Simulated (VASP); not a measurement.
# NaI (Pmma) in VASP: single point with PBEsol

Aim: the single point of NaI with PBEsol.

Program: VASP 6.6.1. These are calculated values, not measurements. Logs are shortened: lines on timing, memory, paths and dates and some standing lists are left out, and cuts for length are marked.

### 1 The cell of the first run

Symmetry: Pmma, No. 51, orthorhombic system. The conventional cell has a = 4.622 Å, b = 4.270 Å, c = 7.798 Å, α = 90.00°, β = 90.00°, γ = 90.00°. Within 4.1 Å of Na (site symmetry mm2) lie 4 I at 3.15 Å. I (site symmetry mm2) has 4 Na at 3.15 Å within 4.1 Å.

### 2 Single point, PBEsol

INCAR

```
SYSTEM = NaI
  PREC = Accurate
  ENCUT = 520
  EDIFF = 1E-7
  ISMEAR = -1
  SIGMA = 0.01
  LREAL = .FALSE.
  LASPH = .TRUE.
  NELM = 100
  ALGO = Normal
  ISIF = 2
  LWAVE = .FALSE.
  LCHARG = .FALSE.
  GGA = PS
  NBANDS = 22
```

KPOINTS

```
regular mesh
0
G
  1 1 1
  0 0 0
```

POSCAR

```
NaI
1.0
    4.6222093100      0.0000000000      0.0000000000
    0.0000000000      4.2697016000      0.0000000000
    0.0000000000      0.0000000000      7.7983840000
Na I
2 2
Direct
    0.2500000000      0.5000000000      0.2750310000
    0.7500000000      0.5000000000      0.7249690000
    0.2500000000      0.0000000000      0.7424270000
    0.7500000000      0.0000000000      0.2575730000
```

Potentials or basis: VASP PAW PBE potentials, release 64 (Na_pv, I).

Run with:

```sh
$ cat potpaw_PBE.64/Na_pv/POTCAR potpaw_PBE.64/I/POTCAR > POTCAR
$ mpirun -np 1 vasp_gam > vasp.out
```

OUTCAR:

```text
SYSTEM = NaI
   PREC = Accurate
   ENCUT = 520
   EDIFF = 1E-7
   ISMEAR = -1
   LREAL = .FALSE.
   LASPH = .TRUE.
   NELM = 100
   ISIF = 2
   GGA = PS

 ion  position               nearest neighbor table
   1  0.250  0.500  0.275-   4 3.15   4 3.15   4 3.15   4 3.15
   2  0.750  0.500  0.725-   3 3.15   3 3.15   3 3.15   3 3.15
   3  0.250  0.000  0.742-   2 3.15   2 3.15   2 3.15   2 3.15
   4  0.750  0.000  0.258-   1 3.15   1 3.15   1 3.15   1 3.15

  LATTYP: Found a simple orthorhombic cell.
 ALAT       =     4.2697016000
 B/A-ratio  =     1.0825602684
 C/A-ratio  =     1.8264470754

  Lattice vectors:

 A1 = (   0.0000000000,  -4.2697016000,   0.0000000000)
 A2 = (   4.6222093100,   0.0000000000,   0.0000000000)
 A3 = (   0.0000000000,   0.0000000000,   7.7983840000)

Analysis of symmetry for initial positions (statically):
=====================================================================
 Subroutine PRICEL returns:
 Original cell was already a primitive cell.

 Routine SETGRP: Setting up the symmetry group for a
 simple orthorhombic supercell.

 Subroutine GETGRP returns: Found  8 space group operations
 (whereof  4 operations were pure point group operations)
 out of a pool of  8 trial point group operations.

The static configuration has the point symmetry C_2h.
 The point group associated with its full space group is D_2h.

Analysis of symmetry for dynamics (positions and initial velocities):
=====================================================================
 Subroutine PRICEL returns:
 Original cell was already a primitive cell.

 Routine SETGRP: Setting up the symmetry group for a
 simple orthorhombic supercell.

 Subroutine GETGRP returns: Found  8 space group operations
 (whereof  4 operations were pure point group operations)
 out of a pool of  8 trial point group operations.

The dynamic configuration has the point symmetry C_2h.
 The point group associated with its full space group is D_2h.

 Subroutine INISYM returns: Found  8 space group operations
 (whereof  4 operations are pure point group operations),
 and found     1 'primitive' translations

----------------------------------------------------------------------------------------

                                     Primitive cell

  volume of cell :     153.9047

  direct lattice vectors                    reciprocal lattice vectors
     4.622209310  0.000000000  0.000000000     0.216346758  0.000000000  0.000000000
     0.000000000  4.269701600  0.000000000     0.000000000  0.234208405  0.000000000
     0.000000000  0.000000000  7.798384000     0.000000000  0.000000000  0.128231695

  length of vectors
     4.622209310  4.269701600  7.798384000     0.216346758  0.234208405  0.128231695

  position of ions in fractional coordinates (direct lattice)
     0.250000000  0.500000000  0.275031000
     0.750000000  0.500000000  0.724969000
     0.250000000  0.000000000  0.742427000
     0.750000000  0.000000000  0.257573000

  ion indices of the primitive-cell ions
   primitive index   ion index
                 1           1
                 2           2
                 3           3
                 4           4

----------------------------------------------------------------------------------------

 KPOINTS: regular mesh

Automatic generation of k-mesh.
 Grid dimensions read from file:
 generate k-points for:    1    1    1

 Generating k-lattice:

  Cartesian coordinates                     Fractional coordinates (reciprocal lattice)
     0.216346758  0.000000000  0.000000000     1.000000000  0.000000000  0.000000000
     0.000000000  0.234208405  0.000000000     0.000000000  1.000000000  0.000000000
     0.000000000  0.000000000  0.128231695     0.000000000  0.000000000  1.000000000

  Length of vectors
     0.216346758  0.234208405  0.128231695

  Shift w.r.t. Gamma in fractional coordinates (k-lattice)
     0.000000000  0.000000000  0.000000000

 Subroutine IBZKPT returns following result:
 ===========================================

 Found      1 irreducible k-points:

 Following reciprocal coordinates:
            Coordinates               Weight
  0.000000  0.000000  0.000000      1.000000
   k-points           NKPTS =      1   k-points in BZ     NKDIM =      1   number of bands    NBANDS=     22
   number of dos      NEDOS =    301   number of ions     NIONS =      4
   total plane-waves  NPLWV =  69120
   dimension x,y,z NGX =    36 NGY =   32 NGZ =   60
   dimension x,y,z NGXF=    72 NGYF=   64 NGZF=  120
   ions per type =               2   2
   NGX,Y,Z   is equivalent  to a cutoff of  12.95, 12.46, 12.79 a.u.
   NGXF,Y,Z  is equivalent  to a cutoff of  25.90, 24.92, 25.58 a.u.
 SYSTEM =  NaI
   PREC   = accura    normal or accurate (medium, high low for compatibility)
   ISTART =      0    job   : 0-new  1-cont  2-samecut
   ICHARG =      2    charge: 1-file 2-atom 10-const
   ISPIN  =      1    spin polarized calculation?
   LNONCOLLINEAR =      F non collinear calculations
   LSORBIT =      F    spin-orbit coupling
   LASPH  =      T    aspherical Exc in radial PAW
   ENCUT  =  520.0 eV  38.22 Ry    6.18 a.u.   8.59  7.94 14.50*2*pi/ulx,y,z
   NELM   =    100;   NELMIN=  2; NELMDL= -5     # of ELM steps
   EDIFF  = 0.1E-06   stopping-criterion for ELM
   LREAL  =      F    real-space projection
   EDIFFG = 0.1E-05   stopping-criterion for IOM
   NSW    =      0    number of steps for IOM
   IBRION =     -1    ionic relax: 0-MD 1-quasi-New 2-CG
   NFREE  =      0    steps in history (QN), initial steepest desc. (CG)
   ISIF   =      2    stress and relaxation
   ISYM   =      2    0-nonsym 1-usesym 2-fastsym
   POTIM  = 0.5000    time-step for ionic-motion
   TEBEG  =    0.0;   TEEND  =   0.0 temperature during run
   PSTRESS=    0.0 pullay stress
   NELECT =      28.0000    total number of electrons
   NUPDOWN=      -1.0000    fix difference up-down
   EMIN   =  10.00;   EMAX   =-10.00  energy-range for DOS
   EFERMI =   0.00;   METHOD = LEGACY
   ISMEAR =    -1;   SIGMA  =   0.01  broadening in eV -4-tet -1-fermi 0-gaus
   EFERMI_NEDOS =   21; number of points for ismear=-14 and -15
   IALGO  =     38    algorithm
   IMIX   =      4    mixing-type and parameters
     AMIX     =   0.40;   BMIX     =  1.00
     AMIX_MAG =   1.60;   BMIX_MAG =  1.00
  volume/ion in A,a.u.               =      38.48       259.65
  Fermi-wavevector in a.u.,A,eV,Ry     =   0.927635  1.752975 11.707893  0.860506
  Thomas-Fermi vector in A             =   2.053725
   LORBIT       =      0    0 simple, 1 ext, 2 COOP (PROOUT), +10 PAW based schemes
   GGA     = PS    functional components
   LHFCALC =     F    Hartree Fock is set to
   AEXX    =    0.0000 exact exchange contribution
   IVDW    =     0    specifies the selected vdW correction
   LEPSILON=     F    determine dielectric tensor
   LRPA    =     F    only Hartree local field effects (RPA)
 non-spin polarized calculation
  energy-cutoff  :      520.00
  volume of cell :      153.90
 maximum number of plane-waves:      2072
 NGX is ok and might be reduce to    36
   NGX = 17   NGY = 15   NGZ = 29

 number of electron      28.0000009 magnetization

 Free energy of the ion-electron system (eV)
  ---------------------------------------------------
  ext. energy  EPLUGINS =         0.00000000
  ---------------------------------------------------
  free energy    TOTEN  =        -6.22227814 eV

  energy without entropy =       -6.22227814  energy(sigma->0) =       -6.22227814

 E-fermi :   0.9276     XC(G=0):  -7.0489

 val. band max:        0.6711162188   @ k =   0.0000   0.0000   0.0000
 cond. band min:       3.3179984391   @ k =   0.0000   0.0000   0.0000
 fundamental gap:      2.6468822203
 Fermi energy:         0.9276034352

 k-point     1 :       0.0000    0.0000    0.0000
  band No.  band energies     occupation
      1     -22.8081      2.00000
      2     -22.8045      2.00000
      3     -22.7699      2.00000
      4     -22.7694      2.00000
      5     -22.7581      2.00000
      6     -22.7568      2.00000
[... 14 lines left out ...]
     21       8.4753      0.00000
     22       9.0039      0.00000

------------------------ aborting loop because EDIFF is reached ----------------------------------------

  FORCE on cell =-STRESS in cart. coord.  units (eV):
  Direction    XX          YY          ZZ          XY          YZ          ZX
  --------------------------------------------------------------------------------------
  -------------------------------------------------------------------------------------
  Total        8.5532912      8.8260211      2.6115010      0.0000000      0.0000000      0.0000000
  in kB       89.0414230     91.8805947     27.1862322      0.0000000      0.0000000      0.0000000
  external PRESSURE =      69.3694166 kB  Pullay stress =       0.0000000 kB

 VOLUME and BASIS-vectors are now :
 -----------------------------------------------------------------------------
  energy-cutoff  :      520.00
  volume of cell :      153.90
      direct lattice vectors                 reciprocal lattice vectors
     4.622209310  0.000000000  0.000000000     0.216346758  0.000000000  0.000000000
     0.000000000  4.269701600  0.000000000     0.000000000  0.234208405  0.000000000
     0.000000000  0.000000000  7.798384000     0.000000000  0.000000000  0.128231695

 POSITION                                       TOTAL-FORCE (eV/Angst)
 -----------------------------------------------------------------------------------
      1.15555      2.13485      2.14480        -0.000000      0.000000      0.010612
      3.46666      2.13485      5.65359         0.000000     -0.000000     -0.010612
      1.15555      0.00000      5.78973         0.000000     -0.000000     -0.025813
      3.46666      0.00000      2.00865         0.000000     -0.000000      0.025813
 -----------------------------------------------------------------------------------
    total drift:                                0.000000      0.000000      0.000000

  FREE ENERGIE OF THE ION-ELECTRON SYSTEM (eV)
  ---------------------------------------------------
  free  energy   TOTEN  =        -6.2222781387 eV

  energy  without entropy=       -6.2222781387  energy(sigma->0) =       -6.22227814
```

It took 17 s on 1 thread of Intel Xeon 8259CL, shared host; peak memory 0.22 GiB.

Results:

```
Free energy            : -6.2223 eV
Pressure               : 6.9 GPa
Largest force          : 0.026 eV/Å
Band gap on the k mesh : 2.65 eV
```

Forces on the atoms (eV/Å):
```
Na   0.000  0.000  0.011
Na   0.000  0.000 -0.011
I    0.000  0.000 -0.026
I    0.000  0.000  0.026
```

Stress tensor (GPa, compression positive):
```
8.90 0.00 0.00
0.00 9.19 0.00
0.00 0.00 2.72
```

Levels at points of the mesh, in eV from the valence-band top:
```tsv
k point	band 10	band 11	band 12	band 13	band 14	band 15	band 16	band 17	band 18	band 19
(0.00, 0.00, 0.00)	-0.89	-0.45	-0.31	-0.01	0.00	2.65	4.20	6.08	6.52	6.62
```

Caveat: the k points lie up to 1.47 Å⁻¹ apart; the PAW data sets were made with another functional, which shifts forces and pressure a little; spin-orbit coupling is left out, which moves the levels of the heavy elements.
